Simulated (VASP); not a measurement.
Crystal: HgTe.

```
Hg Te
1.0
     0.00000    3.21450    3.21450
     3.21450    0.00000    3.21450
     3.21450    3.21450    0.00000
Hg Te
1 1
Direct
  0.00000 0.00000 0.00000
  0.75000 0.75000 0.75000
```

* Program: VASP 6.6.1
* Task: relaxation of cell and atoms
* Functional: LDA
* Potentials or basis: VASP PAW LDA potentials, release 64 (Hg, Te)
* Cutoff: 500 eV
* k mesh: 3 × 3 × 3
* Occupations: methfessel-paxton, width 0.2 eV
* Spin: no spin polarisation

At the start: pressure 1.8 GPa; volume 33.22 Å³/atom.

Q: Where does the relaxation end?

A: Over 3 steps the energy falls by 7.4 meV/atom and the volume is 34.54 Å³/atom (+4.0 %); space group F-43m (No. 216, to 0.1 Å) before and after.

The path:
```tsv
step	energy change (eV)	largest force (eV/Å)	pressure (GPa)	volume (Å³)
1	0.0000	0.0000	1.84	66.43
2	-0.0126	0.0000	-0.64	70.17
3	-0.0148	0.0000	0.00	69.09
```

Final structure:
```
Hg Te
1.0
     0.00000    3.25679    3.25679
     3.25679    0.00000    3.25679
     3.25679    3.25679    0.00000
Hg Te
1 1
Direct
  0.00000 0.00000 0.00000
  0.75000 0.75000 0.75000
```

Caveat: the k points lie up to 0.56 Å⁻¹ apart in the final cell.
